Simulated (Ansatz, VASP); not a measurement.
## Al2B3N5 in VASP and in Ansatz

```
CELL_PARAMETERS angstrom
4.26614 0.00000 0.00000
-1.18377 4.33870 0.00000
-0.71484 -1.35707 5.71697
ATOMIC_POSITIONS crystal
Al 0.20003 0.59999 0.20003
Al 0.40003 0.19999 0.40003
B 0.60003 0.79999 0.60003
B 0.80003 0.39999 0.80003
B 0.00003 0.99999 0.00003
N 0.99999 0.66667 0.99999
N 0.19999 0.26667 0.19999
N 0.39999 0.86667 0.39999
N 0.59999 0.46667 0.59999
N 0.79999 0.06667 0.79999
```

Alike in both runs: task single point; functional PBE; k mesh 4 × 4 × 4; occupations gaussian, width 0.1 eV; no spin polarisation.

|  | VASP | Ansatz |
| --- | --- | --- |
| version | VASP 6.6.1 | Ansatz 0.2.0 |
| potentials or method | VASP PAW PBE potentials, release 64 (Al, B, N), cutoff 520 eV | scalar-relativistic, plane waves, PAW |
| valence electrons in the cell | 40 | 40 |

VASP gave:

| Item | Value |
| --- | --- |
| gap on the k mesh at the Fermi level (eV) | 3.69 |
| least direct gap on the mesh (eV) | 4.05 |
| rms of the force components (eV/Å) | 5.670 |

Q: Estimate Ansatz's values.

A: gap on the k mesh at the Fermi level (eV): 3.71; least direct gap on the mesh (eV): 4.06; rms of the force components (eV/Å): 5.586.

Atom by atom the forces differ by 0.083 eV/Å (rms over components).
